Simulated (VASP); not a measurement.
BiW:

```xyz
8
Lattice="5.5679 0.0000 0.0000 0.0000 5.5679 0.0000 0.0000 0.0000 5.5679" Properties=species:S:1:pos:R:3 pbc="T T T"
Bi    0.7461    0.7461    0.7461
Bi    2.0378    4.8218    3.5300
Bi    3.5300    2.0378    4.8218
Bi    4.8218    3.5300    2.0378
W     4.7021    4.7021    4.7021
W     3.6497    0.8658    1.9181
W     1.9181    3.6497    0.8658
W     0.8658    1.9181    3.6497
```

```yaml
Program: VASP 6.6.1
Task: relaxation of cell and atoms
Functional: PBE
Potentials_or_basis: VASP PAW PBE potentials, release 64 (Bi_d, W_sv)
Cutoff: 600 eV
k_mesh: 4 × 4 × 4
Occupations: gaussian, width 0.1 eV
Spin: no spin polarisation
```

At the start: pressure -1.9 GPa; volume 21.58 Å³/atom.

**Question.** How do energy, volume and symmetry change on relaxing?

**Answer.** Over 18 steps the energy falls by 146.4 meV/atom and the volume is 20.97 Å³/atom (-2.8 %); space group P2_13 (No. 198, to 0.05 Å).

Step by step:
```
step  energy change (eV)  largest force (eV/Å)  pressure (GPa)  volume (Å³)
   1              0.0000                1.3862           -1.88       172.61
   2             -0.4054                1.2163            1.48       166.38
   3             -0.5811                0.7327            9.64       156.89
   4             -0.6065                0.8165            6.73       159.67
   5             -0.7799                0.6970            5.11       160.97
   6             -0.9838                0.5755            2.06       164.46
   7             -0.9844                0.5668            1.90       164.68
   8             -1.0209                0.5679            0.58       166.12
   9             -1.0454                0.5608           -1.25       168.28
  10             -1.0790                0.5062           -0.71       167.69
  11             -1.1287                0.2445            0.99       165.98
  12             -1.1468                0.2614            0.01       167.32
  13             -1.1514                0.2933           -0.83       168.62
  14             -1.1644                0.2134           -0.04       168.01
  15             -1.1653                0.1845            0.23       167.81
  16             -1.1702                0.0866           -0.12       168.26
  17             -1.1711                0.0329           -0.33       168.52
  18             -1.1715                0.0318            0.27       167.79
```

Final structure:
```
CELL_PARAMETERS angstrom
5.51557 0.00000 0.00000
0.00000 5.51557 0.00000
0.00000 0.00000 5.51557
ATOMIC_POSITIONS crystal
Bi 0.15941 0.15941 0.15941
Bi 0.34059 0.84059 0.65941
Bi 0.65941 0.34059 0.84059
Bi 0.84059 0.65941 0.34059
W 0.86729 0.86729 0.86729
W 0.63271 0.13271 0.36729
W 0.36729 0.63271 0.13271
W 0.13271 0.36729 0.63271
```
